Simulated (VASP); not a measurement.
# TiTe2 (P-3m1) in VASP: further runs

Runs on TiTe2. Level: PBE+D3(BJ). Tasks: relaxation of shape and atoms at fixed volume.

Everything below comes from runs of VASP 6.6.1. Logs are shortened: lines on timing, memory, paths and dates and some standing lists are left out, and cuts for length are marked.

## (1) The cell of the first run

Symmetry: P-3m1, No. 164, trigonal system. The conventional cell has a = 3.734 Å, b = 3.734 Å, c = 6.447 Å, α = 90.00°, β = 90.00°, γ = 120.00°. Within 3.8 Å of Ti (site symmetry -3m) lie 6 Te at 2.78 Å and 6 Ti at 3.73 Å. Within 3.8 Å of Te (site symmetry 3m) lie 3 Ti at 2.78 Å and 9 Te at 3.65 to 3.73 Å.

## (2) Relaxation of shape and atoms at fixed volume, PBE+D3(BJ) (25.94 Å³/atom)

Input file INCAR:

```
SYSTEM = TiTe2
PREC     = Accurate       ! precision mode
ENCUT    = 600            ! plane-wave cutoff, eV
EDIFF    = 1E-6           ! SCF threshold, eV
ISMEAR   = 0              ! smearing method
SIGMA    = 0.1            ! smearing width, eV
LREAL    = .False.        ! projectors in reciprocal space
LASPH    = .True.         ! aspherical terms in the spheres
NELM     = 100            ! most SCF steps
ALGO     = Fast           ! electronic algorithm
ISIF     = 4              ! what is computed and relaxed
LWAVE    = .False.        ! write WAVECAR
LCHARG   = .False.        ! write CHGCAR
GGA      = PE             ! functional
IVDW     = 12             ! dispersion correction
IBRION   = 2              ! ionic algorithm
NSW      = 50             ! ionic steps
EDIFFG   = -0.01          ! ionic threshold
```

Input file KPOINTS:

```
regular mesh
0
Gamma
  15 15 8
  0 0 0
```

Input file POSCAR:

```
TiTe2
1.0
    3.7336165408      0.0000000000      0.0000000000
   -1.8668082704      3.2334067723      0.0000000000
    0.0000000000      0.0000000000      6.4472307341
Ti Te
1 2
Direct
    0.0000000000      0.0000000000      0.0000000000
    0.6666666667      0.3333333333      0.2710994297
    0.3333333333      0.6666666667      0.7289005703
```

Potentials or basis: VASP PAW PBE potentials, release 64 (Ti_sv, Te).

Command:

```sh
$ cat potpaw_PBE.64/Ti_sv/POTCAR potpaw_PBE.64/Te/POTCAR > POTCAR
$ mpirun -np 1 vasp_std > vasp.out
```

OUTCAR:

```text
SYSTEM = TiTe2
   PREC = Accurate
   ENCUT = 600
   EDIFF = 1E-6
   ISMEAR = 0
   LREAL = .False.
   LASPH = .True.
   NELM = 100
   ISIF = 4
   GGA = PE
   IVDW = 12
   IBRION = 2
   NSW = 50
   EDIFFG = -0.01
 IVDW          = 12

 ion  position               nearest neighbor table
   1  0.000  0.000  0.000-   2 2.78   3 2.78   3 2.78   2 2.78   2 2.78   3 2.78
   2  0.667  0.333  0.271-   1 2.78   1 2.78   1 2.78   3 3.65   3 3.65   3 3.65
   3  0.333  0.667  0.729-   1 2.78   1 2.78   1 2.78   2 3.65   2 3.65   2 3.65

  LATTYP: Found a hexagonal cell.
 ALAT       =     3.7336165408
 C/A-ratio  =     1.7268058098

  Lattice vectors:

 A1 = (   3.7336165408,   0.0000000000,   0.0000000000)
 A2 = (  -1.8668082704,   3.2334067723,   0.0000000000)
 A3 = (   0.0000000000,   0.0000000000,   6.4472307341)

Analysis of symmetry for initial positions (statically):
=====================================================================
 Subroutine PRICEL returns:
 Original cell was already a primitive cell.

 Routine SETGRP: Setting up the symmetry group for a
 hexagonal supercell.

 Subroutine GETGRP returns: Found 12 space group operations
 (whereof 12 operations were pure point group operations)
 out of a pool of 24 trial point group operations.

The static configuration has the point symmetry D_3d.

Analysis of symmetry for dynamics (positions and initial velocities):
=====================================================================
 Subroutine PRICEL returns:
 Original cell was already a primitive cell.

 Routine SETGRP: Setting up the symmetry group for a
 hexagonal supercell.

 Subroutine GETGRP returns: Found 12 space group operations
 (whereof 12 operations were pure point group operations)
 out of a pool of 24 trial point group operations.

The dynamic configuration has the point symmetry D_3d.

 Subroutine INISYM returns: Found 12 space group operations
 (whereof 12 operations are pure point group operations),
 and found     1 'primitive' translations

----------------------------------------------------------------------------------------

                                     Primitive cell

  volume of cell :      77.8329

  direct lattice vectors                    reciprocal lattice vectors
     3.733616541  0.000000000  0.000000000     0.267836825  0.154635663  0.000000000
    -1.866808270  3.233406772  0.000000000     0.000000000  0.309271326  0.000000000
     0.000000000  0.000000000  6.447230734     0.000000000  0.000000000  0.155105353

  length of vectors
     3.733616541  3.733616541  6.447230734     0.309271326  0.309271326  0.155105353

  position of ions in fractional coordinates (direct lattice)
     0.000000000  0.000000000  0.000000000
     0.666666667  0.333333333  0.271099430
     0.333333333  0.666666667  0.728900570

  ion indices of the primitive-cell ions
   primitive index   ion index
                 1           1
                 2           2
                 3           3

----------------------------------------------------------------------------------------

 KPOINTS: regular mesh

Automatic generation of k-mesh.
 Grid dimensions read from file:
 generate k-points for:   15   15    8

 Generating k-lattice:

  Cartesian coordinates                     Fractional coordinates (reciprocal lattice)
     0.017855788  0.010309044  0.000000000     0.066666667  0.000000000  0.000000000
     0.000000000  0.020618088  0.000000000     0.000000000  0.066666667  0.000000000
     0.000000000  0.000000000  0.019388169     0.000000000  0.000000000  0.125000000

  Length of vectors
     0.020618088  0.020618088  0.019388169

  Shift w.r.t. Gamma in fractional coordinates (k-lattice)
     0.000000000  0.000000000  0.000000000

 Subroutine IBZKPT returns following result:
 ===========================================

 Found    192 irreducible k-points:

 Following reciprocal coordinates:
            Coordinates               Weight
  0.000000  0.000000  0.000000      1.000000
  0.066667  0.000000  0.000000      6.000000
  0.133333 -0.000000  0.000000      6.000000
  0.200000  0.000000  0.000000      6.000000
  0.266667 -0.000000  0.000000      6.000000
  0.333333  0.000000  0.000000      6.000000
[... 16 lines left out ...]
  0.333333  0.200000  0.000000     12.000000
  0.400000  0.200000  0.000000      6.000000
 [... further k-points ...]
   k-points           NKPTS =    192   k-points in BZ     NKDIM =    192   number of bands    NBANDS=     16
   number of dos      NEDOS =    301   number of ions     NIONS =      3
   total plane-waves  NPLWV =  48600
   dimension x,y,z NGX =    30 NGY =   30 NGZ =   54
   dimension x,y,z NGXF=    60 NGYF=   60 NGZF=  108
   ions per type =               1   2
   NGX,Y,Z   is equivalent  to a cutoff of  13.36, 13.36, 13.92 a.u.
   NGXF,Y,Z  is equivalent  to a cutoff of  26.72, 26.72, 27.85 a.u.
 SYSTEM =  TiTe2
   PREC   = accura    normal or accurate (medium, high low for compatibility)
   ISTART =      0    job   : 0-new  1-cont  2-samecut
   ICHARG =      2    charge: 1-file 2-atom 10-const
   ISPIN  =      1    spin polarized calculation?
   LNONCOLLINEAR =      F non collinear calculations
   LSORBIT =      F    spin-orbit coupling
   LASPH  =      T    aspherical Exc in radial PAW
   ENCUT  =  600.0 eV  44.10 Ry    6.64 a.u.   7.46  7.46 12.88*2*pi/ulx,y,z
   NELM   =    100;   NELMIN=  2; NELMDL= -5     # of ELM steps
   EDIFF  = 0.1E-05   stopping-criterion for ELM
   LREAL  =      F    real-space projection
   EDIFFG = -.1E-01   stopping-criterion for IOM
   NSW    =     50    number of steps for IOM
   IBRION =      2    ionic relax: 0-MD 1-quasi-New 2-CG
   NFREE  =      1    steps in history (QN), initial steepest desc. (CG)
   ISIF   =      4    stress and relaxation
   ISYM   =      2    0-nonsym 1-usesym 2-fastsym
   POTIM  = 0.5000    time-step for ionic-motion
   TEBEG  =    0.0;   TEEND  =   0.0 temperature during run
   PSTRESS=    0.0 pullay stress
   NELECT =      24.0000    total number of electrons
   NUPDOWN=      -1.0000    fix difference up-down
   EMIN   =  10.00;   EMAX   =-10.00  energy-range for DOS
   EFERMI =   0.00;   METHOD = LEGACY
   ISMEAR =     0;   SIGMA  =   0.10  broadening in eV -4-tet -1-fermi 0-gaus
   EFERMI_NEDOS =   21; number of points for ismear=-14 and -15
   IALGO  =     68    algorithm
   IMIX   =      4    mixing-type and parameters
     AMIX     =   0.40;   BMIX     =  1.00
     AMIX_MAG =   1.60;   BMIX_MAG =  1.00
  volume/ion in A,a.u.               =      25.94       175.08
  Fermi-wavevector in a.u.,A,eV,Ry     =   1.106006  2.090048 16.643317  1.223249
  Thomas-Fermi vector in A             =   2.242501
   LORBIT       =      0    0 simple, 1 ext, 2 COOP (PROOUT), +10 PAW based schemes
   GGA     = PE    functional components
   LHFCALC =     F    Hartree Fock is set to
   AEXX    =    0.0000 exact exchange contribution
   IVDW    =    12    specifies the selected vdW correction
   LEPSILON=     F    determine dielectric tensor
   LRPA    =     F    only Hartree local field effects (RPA)
 conjugate gradient relaxation of ions
 non-spin polarized calculation
 RMM-DIIS sequential band-by-band and
 Gauss-broadening in eV      SIGMA  =   0.10
  energy-cutoff  :      600.00
  volume of cell :       77.83
 maximum number of plane-waves:      2623
 NGX is ok and might be reduce to    30
   NGX = 15   NGY = 15   NGZ = 25

--------------------------------------- Ionic step        1  -------------------------------------------

 number of electron      24.0000003 magnetization

 Free energy of the ion-electron system (eV)
  ---------------------------------------------------
  ext. energy  EPLUGINS =         0.00000000
  ---------------------------------------------------
  free energy    TOTEN  =       -16.18042454 eV

  energy without entropy =      -16.17294240  energy(sigma->0) =      -16.17668347

------------------------ aborting loop because EDIFF is reached ----------------------------------------

 Edisp (eV)   -1.52157

 E8    (eV) :    -0.7052

  FORCE on cell =-STRESS in cart. coord.  units (eV):
  Direction    XX          YY          ZZ          XY          YZ          ZX
  --------------------------------------------------------------------------------------
  -------------------------------------------------------------------------------------
  Total      -1.08150    -1.08150    -1.19433     0.00000    -0.00000     0.00000
  in kB     -22.26252   -22.26252   -24.58503     0.00000    -0.00000     0.00000
  external pressure =      -23.04 kB  Pullay stress =        0.00 kB
[... 268 lines left out ...]
  energy  without entropy=      -17.7001387290  energy(sigma->0) =      -17.70387925

--------------------------------------- Ionic step        8  -------------------------------------------

 number of electron      24.0000003 magnetization

 Free energy of the ion-electron system (eV)
  ---------------------------------------------------
  ext. energy  EPLUGINS =         0.00000000
  ---------------------------------------------------
  free energy    TOTEN  =       -16.18659071 eV

  energy without entropy =      -16.17916821  energy(sigma->0) =      -16.18287946

 E-fermi :   7.2313     XC(G=0): -10.0188

 val. band max:        7.2281317516   @ k =   0.3333   0.0000   0.5000
 cond. band min:       7.2476306845   @ k =   0.2667  -0.0000   0.2500
 fundamental gap:      0.0194989329
 Fermi energy:         7.2313472369

 k-point     1 :       0.0000    0.0000    0.0000
  band No.  band energies     occupation
      1     -50.2070      2.00000
      2     -26.4686      2.00000
      3     -26.4686      2.00000
      4     -26.4310      2.00000
      5      -5.3718      2.00000
      6      -3.8114      2.00000
[... 8 lines left out ...]
     15       8.4232      0.00000
     16      10.3083      0.00000
[... 420 lines left out ...]
  band No.  band energies     occupation
      1     -50.2031      2.00000
      2     -26.5111      2.00000
      3     -26.4903      2.00000
      4     -26.4188      2.00000
      5      -3.3473      2.00000
      6      -3.1776      2.00000
[... 8 lines left out ...]
     15       8.7139      0.00000
     16       9.4584      0.00000

 [... further k-points ...]

------------------------ aborting loop because EDIFF is reached ----------------------------------------

 Edisp (eV)   -1.52121

 E8    (eV) :    -0.7050

  FORCE on cell =-STRESS in cart. coord.  units (eV):
  Direction    XX          YY          ZZ          XY          YZ          ZX
  --------------------------------------------------------------------------------------
  -------------------------------------------------------------------------------------
  Total      -0.55155    -0.55155    -0.55972     0.00000     0.00000     0.00000
  in kB     -11.35352   -11.35352   -11.52166     0.00000     0.00000     0.00000
  external pressure =      -11.41 kB  Pullay stress =        0.00 kB
[... 18 lines left out ...]
  FREE ENERGIE OF THE ION-ELECTRON SYSTEM (eV)
  ---------------------------------------------------
  free  energy   TOTEN  =       -17.7077995795 eV

  energy  without entropy=      -17.7003770785  energy(sigma->0) =      -17.70408833

 reached required accuracy - stopping structural energy minimisation
```

Wall time 44 min (1 thread of Oxide Virtual Turin-like, shared host); peak memory 0.43 GiB.

What came out:

```yaml
Free_energy: -17.7078 eV
Energy_gained_by_relaxing: 1.9 meV/atom
Ionic_steps: 8
Pressure_after_relaxing: -1.1 GPa
Largest_force_after_relaxing: 0.005 eV/Å
Band_gap_on_the_k_mesh: zero (bands 12 and 13 overlap by 0.75 eV)
Dispersion_energy_per_atom: -0.507 eV
```

Forces on the atoms (eV/Å):
```
Ti   0.000  0.000  0.000
Te   0.000  0.000 -0.005
Te   0.000  0.000  0.005
```

Step by step:
```tsv
step	energy change (eV)	largest force (eV/Å)	pressure (GPa)	volume (Å³)
1	0.0000	0.2312	-2.30	77.83
2	-0.0039	0.1140	-1.61	77.83
3	-0.0050	0.0164	-1.28	77.83
4	-0.0050	0.0117	-1.28	77.83
5	-0.0055	0.0093	-1.21	77.83
6	-0.0057	0.0064	-1.17	77.83
7	-0.0056	0.0013	-1.08	77.83
8	-0.0058	0.0050	-1.14	77.83
```

Final structure:
```cif
data_structure
_symmetry_space_group_name_H-M 'P 1'
_symmetry_Int_Tables_number 1
_cell_length_a 3.7248
_cell_length_b 3.7248
_cell_length_c 6.4777
_cell_angle_alpha 90.000
_cell_angle_beta 90.000
_cell_angle_gamma 120.000
_cell_volume 77.83
loop_
_atom_site_label
_atom_site_type_symbol
_atom_site_fract_x
_atom_site_fract_y
_atom_site_fract_z
_atom_site_occupancy
Ti1 Ti 0.00000 0.00000 0.00000 1
Te1 Te 0.66667 0.33333 0.26709 1
Te2 Te 0.33333 0.66667 0.73291 1
```

Caveat: spin-orbit coupling is left out, which moves the levels of the heavy elements.

## (3) Relaxation of shape and atoms at fixed volume, PBE+D3(BJ) (26.70 Å³/atom)

This run uses another cell than the first one, of 26.70 Å³/atom.

Input file INCAR:

```
SYSTEM = TiTe2
  PREC = Accurate
  ENCUT = 600
  EDIFF = 1E-6
  ISMEAR = 0
  SIGMA = 0.1
  LREAL = .FALSE.
  LASPH = .TRUE.
  NELM = 60
  ALGO = Fast
  ISIF = 4
  LWAVE = .FALSE.
  LCHARG = .FALSE.
  GGA = PE
  IVDW = 12
  IBRION = 2
  NSW = 50
  EDIFFG = -0.01
```

Input file KPOINTS:

```
Automatic mesh
0
G
  15 15 8
  0 0 0
```

Input file POSCAR:

```
TiTe2
1.0
    3.7612471493      0.0000000000      0.0000000000
   -1.8806235747      3.2573355812      0.0000000000
    0.0000000000      0.0000000000      6.5378888701
Ti Te
1 2
Direct
    0.0000000000      0.0000000000      0.0000000000
    0.6666666667      0.3333333333      0.2669981503
    0.3333333333      0.6666666667      0.7330018497
```

Potentials or basis: VASP PAW PBE potentials, release 64 (Ti_sv, Te).

Command:

```sh
$ cat potpaw_PBE.64/Ti_sv/POTCAR potpaw_PBE.64/Te/POTCAR > POTCAR
$ mpirun -np 1 vasp_std > vasp.out
```

It took 32 min on 1 thread of Oxide Virtual Turin-like, shared host; peak memory 0.46 GiB.

Results (log left out):

```
Free energy                : -17.6863 eV
Energy gained by relaxing  : 2.3 meV/atom
Ionic steps                : 5
Pressure after relaxing    : -1.9 GPa
Band gap on the k mesh     : zero (bands 12 and 13 overlap by 0.70 eV)
Dispersion energy per atom : -0.493 eV
```

The path:
| step | energy change (eV) | largest force (eV/Å) | pressure (GPa) | volume (Å³) |
| --- | --- | --- | --- | --- |
| 1 | 0.0000 | 0.2347 | -2.87 | 80.10 |
| 2 | -0.0041 | 0.1225 | -2.50 | 80.10 |
| 3 | -0.0054 | 0.0121 | -2.12 | 80.10 |
| 4 | -0.0061 | 0.0081 | -2.04 | 80.10 |
| 5 | -0.0068 | 0.0006 | -1.89 | 80.10 |

Final structure:
```xyz
3
Lattice="3.7467 0.0000 0.0000 -1.8733 3.2447 0.0000 0.0000 0.0000 6.5889" Properties=species:S:1:pos:R:3 pbc="T T T"
Ti    3.7467    0.0000    0.0000
Te    1.8733    1.0816    1.7286
Te    0.0000    2.1631    4.8603
```

Levels at points of the mesh, in eV from the Fermi level:
```
           k point  band 8  band 9  band 10  band 11  band 12  band 13  band 14  band 15  band 16
(0.00, 0.00, 0.00)   -1.62   -1.62     0.27     0.38     0.40     0.40     1.14     1.14     3.09
(0.00, 0.00, 0.50)   -2.75   -1.55    -1.55     0.39     0.39     0.85     0.85     0.96     3.48
```

Caveat: spin-orbit coupling is left out, which moves the levels of the heavy elements.
